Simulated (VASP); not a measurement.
# Si2Sn5 (P6/mmm) in VASP: notebook

Si2Sn5 is run at these levels: PBE; tasks: single point.

Program: VASP 6.6.1. These are calculated values, not measurements. Logs are shortened: lines on timing, memory, paths and dates and some standing lists are left out, and cuts for length are marked.

## 1. The cell of the first run

Symmetry: P6/mmm, No. 191, hexagonal system. The conventional cell has a = 5.105 Å, b = 5.105 Å, c = 8.928 Å, α = 90.00°, β = 90.00°, γ = 120.00°. Si (site symmetry -6m2) has 2 Sn at 2.78 Å and 3 Si at 2.95 Å within 3.7 Å. Within 3.7 Å of Sn (site symmetry 3m) lie 1 Si at 2.78 Å and 7 Sn at 2.95 to 3.39 Å. Sn (site symmetry 6/mmm) has 12 Sn at 3.39 Å within 4.5 Å.

The cell was built from a structure type or drawn by symmetry, and may not be a known phase.

## 2. Single point, PBE

INCAR

```
SYSTEM = Si2Sn5
PREC = Accurate
ENCUT = 500
EDIFF = 1E-6
ISMEAR = 0
SIGMA = 0.2
LREAL = .False.
LASPH = .True.
NELM = 120
ALGO = Normal
ISIF = 2
LWAVE = .False.
LCHARG = .False.
GGA = PE
NBANDS = 48
GGA_COMPAT = .False.
```

KPOINTS

```
regular mesh
0
Gamma
  4 4 2
  0 0 0
```

POSCAR

```
Si2Sn5
1.0
    5.1049506545     -0.0000000030      0.0000000000
   -2.5524753247      4.4210169533      0.0000000000
    0.0000000000      0.0000000000      8.9276083618
Si Sn
2 5
Direct
    0.3333333333      0.6666666667      0.0000000000
    0.6666666667      0.3333333333      0.0000000000
    0.3333333333      0.6666666667      0.6881129794
    0.3333333333      0.6666666667      0.3118870206
    0.6666666667      0.3333333333      0.3118870206
    0.6666666667      0.3333333333      0.6881129794
    0.0000000000      0.0000000000      0.5000000000
```

Potentials or basis: VASP PAW PBE potentials, release 64 (Si, Sn_d).

Started as:

```bash
cat potpaw_PBE.64/Si/POTCAR potpaw_PBE.64/Sn_d/POTCAR > POTCAR
mpirun -np 1 vasp_std > vasp.out
```

OUTCAR:

```text
SYSTEM = Si2Sn5
   PREC = Accurate
   ENCUT = 500
   EDIFF = 1E-6
   ISMEAR = 0
   LREAL = .False.
   LASPH = .True.
   NELM = 120
   ISIF = 2
   GGA = PE

 ion  position               nearest neighbor table
   1  0.333  0.667  0.000-   3 2.78   4 2.78   2 2.95   2 2.95   2 2.95
   2  0.667  0.333  0.000-   5 2.78   6 2.78   1 2.95   1 2.95   1 2.95
   3  0.333  0.667  0.688-   1 2.78   6 2.95   6 2.95   6 2.95   4 3.36   7 3.39   7 3.39   7 3.39

   4  0.333  0.667  0.312-   1 2.78   5 2.95   5 2.95   5 2.95   3 3.36   7 3.39   7 3.39   7 3.39

   5  0.667  0.333  0.312-   2 2.78   4 2.95   4 2.95   4 2.95   6 3.36   7 3.39   7 3.39   7 3.39

   6  0.667  0.333  0.688-   2 2.78   3 2.95   3 2.95   3 2.95   5 3.36   7 3.39   7 3.39   7 3.39

   7  0.000  0.000  0.500-   3 3.39   4 3.39   5 3.39   6 3.39   3 3.39   4 3.39   5 3.39   6 3.39
                             5 3.39   6 3.39   3 3.39   4 3.39

  LATTYP: Found a hexagonal cell.
 ALAT       =     5.1049506545
 C/A-ratio  =     1.7488138409

  Lattice vectors:

 A1 = (   5.1049506545,  -0.0000000030,   0.0000000000)
 A2 = (  -2.5524753247,   4.4210169533,   0.0000000000)
 A3 = (   0.0000000000,   0.0000000000,   8.9276083618)

Analysis of symmetry for initial positions (statically):
=====================================================================
 Subroutine PRICEL returns:
 Original cell was already a primitive cell.

 Routine SETGRP: Setting up the symmetry group for a
 hexagonal supercell.

 Subroutine GETGRP returns: Found 24 space group operations
 (whereof 24 operations were pure point group operations)
 out of a pool of 24 trial point group operations.

The static configuration has the point symmetry D_6h.

Analysis of symmetry for dynamics (positions and initial velocities):
=====================================================================
 Subroutine PRICEL returns:
 Original cell was already a primitive cell.

 Routine SETGRP: Setting up the symmetry group for a
 hexagonal supercell.

 Subroutine GETGRP returns: Found 24 space group operations
 (whereof 24 operations were pure point group operations)
 out of a pool of 24 trial point group operations.

The dynamic configuration has the point symmetry D_6h.

 Subroutine INISYM returns: Found 24 space group operations
 (whereof 24 operations are pure point group operations),
 and found     1 'primitive' translations

----------------------------------------------------------------------------------------

                                     Primitive cell

  volume of cell :     201.4878

  direct lattice vectors                    reciprocal lattice vectors
     5.104950654 -0.000000003  0.000000000     0.195888279  0.113096151  0.000000000
    -2.552475325  4.421016953  0.000000000     0.000000000  0.226192302  0.000000000
     0.000000000  0.000000000  8.927608362     0.000000000  0.000000000  0.112012082

  length of vectors
     5.104950654  5.104950654  8.927608362     0.226192302  0.226192302  0.112012082

  position of ions in fractional coordinates (direct lattice)
     0.333333333  0.666666667  0.000000000
     0.666666667  0.333333333  0.000000000
     0.333333333  0.666666667  0.688112979
     0.333333333  0.666666667  0.311887021
     0.666666667  0.333333333  0.311887021
     0.666666667  0.333333333  0.688112979
     0.000000000  0.000000000  0.500000000

  ion indices of the primitive-cell ions
   primitive index   ion index
                 1           1
                 2           2
                 3           3
                 4           4
                 5           5
                 6           6
                 7           7

----------------------------------------------------------------------------------------

 KPOINTS: regular mesh

Automatic generation of k-mesh.
 Grid dimensions read from file:
 generate k-points for:    4    4    2

 Generating k-lattice:

  Cartesian coordinates                     Fractional coordinates (reciprocal lattice)
     0.048972070  0.028274038  0.000000000     0.250000000  0.000000000  0.000000000
     0.000000000  0.056548075  0.000000000     0.000000000  0.250000000  0.000000000
     0.000000000  0.000000000  0.056006041     0.000000000  0.000000000  0.500000000

  Length of vectors
     0.056548075  0.056548075  0.056006041

  Shift w.r.t. Gamma in fractional coordinates (k-lattice)
     0.000000000  0.000000000  0.000000000

 Subroutine IBZKPT returns following result:
 ===========================================

 Found      8 irreducible k-points:

 Following reciprocal coordinates:
            Coordinates               Weight
  0.000000  0.000000  0.000000      1.000000
  0.250000  0.000000  0.000000      6.000000
  0.500000  0.000000  0.000000      3.000000
  0.250000  0.250000  0.000000      6.000000
  0.000000  0.000000  0.500000      1.000000
  0.250000  0.000000  0.500000      6.000000
  0.500000  0.000000  0.500000      3.000000
  0.250000  0.250000  0.500000      6.000000
   k-points           NKPTS =      8   k-points in BZ     NKDIM =      8   number of bands    NBANDS=     48
   number of dos      NEDOS =    301   number of ions     NIONS =      7
   total plane-waves  NPLWV = 112000
   dimension x,y,z NGX =    40 NGY =   40 NGZ =   70
   dimension x,y,z NGXF=    80 NGYF=   80 NGZF=  140
   ions per type =               2   5
   NGX,Y,Z   is equivalent  to a cutoff of  13.03, 13.03, 13.04 a.u.
   NGXF,Y,Z  is equivalent  to a cutoff of  26.05, 26.05, 26.07 a.u.
 SYSTEM =  Si2Sn5
   PREC   = accura    normal or accurate (medium, high low for compatibility)
   ISTART =      0    job   : 0-new  1-cont  2-samecut
   ICHARG =      2    charge: 1-file 2-atom 10-const
   ISPIN  =      1    spin polarized calculation?
   LNONCOLLINEAR =      F non collinear calculations
   LSORBIT =      F    spin-orbit coupling
   LASPH  =      T    aspherical Exc in radial PAW
   ENCUT  =  500.0 eV  36.75 Ry    6.06 a.u.   9.31  9.31 16.28*2*pi/ulx,y,z
   NELM   =    120;   NELMIN=  2; NELMDL= -5     # of ELM steps
   EDIFF  = 0.1E-05   stopping-criterion for ELM
   LREAL  =      F    real-space projection
   EDIFFG = 0.1E-04   stopping-criterion for IOM
   NSW    =      0    number of steps for IOM
   IBRION =     -1    ionic relax: 0-MD 1-quasi-New 2-CG
   NFREE  =      0    steps in history (QN), initial steepest desc. (CG)
   ISIF   =      2    stress and relaxation
   ISYM   =      2    0-nonsym 1-usesym 2-fastsym
   POTIM  = 0.5000    time-step for ionic-motion
   TEBEG  =    0.0;   TEEND  =   0.0 temperature during run
   PSTRESS=    0.0 pullay stress
   NELECT =      78.0000    total number of electrons
   NUPDOWN=      -1.0000    fix difference up-down
   EMIN   =  10.00;   EMAX   =-10.00  energy-range for DOS
   EFERMI =   0.00;   METHOD = LEGACY
   ISMEAR =     0;   SIGMA  =   0.20  broadening in eV -4-tet -1-fermi 0-gaus
   EFERMI_NEDOS =   21; number of points for ismear=-14 and -15
   IALGO  =     38    algorithm
   IMIX   =      4    mixing-type and parameters
     AMIX     =   0.40;   BMIX     =  1.00
     AMIX_MAG =   1.60;   BMIX_MAG =  1.00
  volume/ion in A,a.u.               =      28.78       194.24
  Fermi-wavevector in a.u.,A,eV,Ry     =   1.193136  2.254701 19.368905  1.423574
  Thomas-Fermi vector in A             =   2.329158
   LORBIT       =      0    0 simple, 1 ext, 2 COOP (PROOUT), +10 PAW based schemes
   GGA     = PE    functional components
   LHFCALC =     F    Hartree Fock is set to
   AEXX    =    0.0000 exact exchange contribution
   IVDW    =     0    specifies the selected vdW correction
   LEPSILON=     F    determine dielectric tensor
   LRPA    =     F    only Hartree local field effects (RPA)
 non-spin polarized calculation
 Gauss-broadening in eV      SIGMA  =   0.20
  energy-cutoff  :      500.00
  volume of cell :      201.49
 maximum number of plane-waves:      5145
 NGX is ok and might be reduce to    40
   NGX = 19   NGY = 19   NGZ = 33

 number of electron      78.0000009 magnetization

 Free energy of the ion-electron system (eV)
  ---------------------------------------------------
  ext. energy  EPLUGINS =         0.00000000
  ---------------------------------------------------
  free energy    TOTEN  =       -27.51112196 eV

  energy without entropy =      -27.45815231  energy(sigma->0) =      -27.48463713

 E-fermi :   6.0284     XC(G=0):  -9.3621

 val. band max:        5.6900060979   @ k =   0.0000   0.0000   0.5000
 cond. band min:       6.0748858581   @ k =   0.2500   0.2500   0.5000
 fundamental gap:      0.3848797602
 Fermi energy:         6.0284063938

 k-point     1 :       0.0000    0.0000    0.0000
  band No.  band energies     occupation
      1     -15.5383      2.00000
      2     -15.5383      2.00000
      3     -15.5261      2.00000
      4     -15.5261      2.00000
      5     -15.5254      2.00000
      6     -15.4266      2.00000
[... 40 lines left out ...]
     47       8.1476      0.00000
     48       8.1476      0.00000

 k-point     2 :       0.2500    0.0000    0.0000
  band No.  band energies     occupation
      1     -15.5456      2.00000
      2     -15.5433      2.00000
      3     -15.5219      2.00000
      4     -15.5181      2.00000
      5     -15.5148      2.00000
      6     -15.4444      2.00000
[... 40 lines left out ...]
     47       9.1811      0.00000
     48       9.6150      0.00000

 k-point     3 :       0.5000    0.0000    0.0000
  band No.  band energies     occupation
      1     -15.5534      2.00000
      2     -15.5239      2.00000
      3     -15.5229      2.00000
      4     -15.5197      2.00000
      5     -15.5086      2.00000
      6     -15.4694      2.00000
[... 244 lines left out ...]
     47      10.0625      0.00000
     48      10.6095      0.00000

 k-point     8 :       0.2500    0.2500    0.5000
  band No.  band energies     occupation
      1     -15.5395      2.00000
      2     -15.5330      2.00000
      3     -15.5211      2.00000
      4     -15.5154      2.00000
      5     -15.5117      2.00000
      6     -15.4973      2.00000
[... 40 lines left out ...]
     47      10.2228      0.00000
     48      10.5018      0.00000

------------------------ aborting loop because EDIFF is reached ----------------------------------------

  FORCE on cell =-STRESS in cart. coord.  units (eV):
  Direction    XX          YY          ZZ          XY          YZ          ZX
  --------------------------------------------------------------------------------------
  -------------------------------------------------------------------------------------
  Total       -0.0684669     -0.0684669     -0.0132259      0.0000000      0.0000000      0.0000000
  in kB       -0.5444301     -0.5444301     -0.1051691      0.0000000      0.0000000      0.0000000
  external PRESSURE =      -0.3980098 kB  Pullay stress =       0.0000000 kB

 VOLUME and BASIS-vectors are now :
 -----------------------------------------------------------------------------
  energy-cutoff  :      500.00
  volume of cell :      201.49
      direct lattice vectors                 reciprocal lattice vectors
     5.104950654 -0.000000003  0.000000000     0.195888279  0.113096151  0.000000000
    -2.552475325  4.421016953  0.000000000     0.000000000  0.226192302  0.000000000
     0.000000000  0.000000000  8.927608362     0.000000000  0.000000000  0.112012082

 POSITION                                       TOTAL-FORCE (eV/Angst)
 -----------------------------------------------------------------------------------
      0.00000      2.94734      0.00000         0.000000     -0.000000      0.000000
      2.55248      1.47367      0.00000         0.000000     -0.000000      0.000000
      0.00000      2.94734      6.14320        -0.000000     -0.000000     -0.013608
      0.00000      2.94734      2.78441        -0.000000      0.000000      0.013608
      2.55248      1.47367      2.78441         0.000000      0.000000      0.013608
      2.55248      1.47367      6.14320         0.000000     -0.000000     -0.013608
      0.00000      0.00000      4.46380         0.000000     -0.000000      0.000000
 -----------------------------------------------------------------------------------
    total drift:                               -0.000000     -0.000000      0.000000

  FREE ENERGIE OF THE ION-ELECTRON SYSTEM (eV)
  ---------------------------------------------------
  free  energy   TOTEN  =       -27.5111219591 eV

  energy  without entropy=      -27.4581523069  energy(sigma->0) =      -27.48463713
```

Run time: 2.8 min. Hardware: 1 thread of Intel Xeon 8259CL, shared host; peak memory 0.35 GiB.

Results:

| Quantity | Value |
| --- | --- |
| Free energy | -27.5111 eV |
| Pressure | 0.0 GPa |
| Largest force | 0.014 eV/Å |
| Band gap on the k mesh | zero (bands 39 and 40 overlap by 1.12 eV) |

Forces on the atoms (eV/Å):
```
Si   0.000  0.000  0.000
Si   0.000  0.000  0.000
Sn   0.000  0.000 -0.014
Sn   0.000  0.000  0.014
Sn   0.000  0.000  0.014
Sn   0.000  0.000 -0.014
Sn   0.000  0.000  0.000
```

Caveat: spin-orbit coupling is left out, which moves the levels of the heavy elements.

(Part 1 of 2 ends here.)
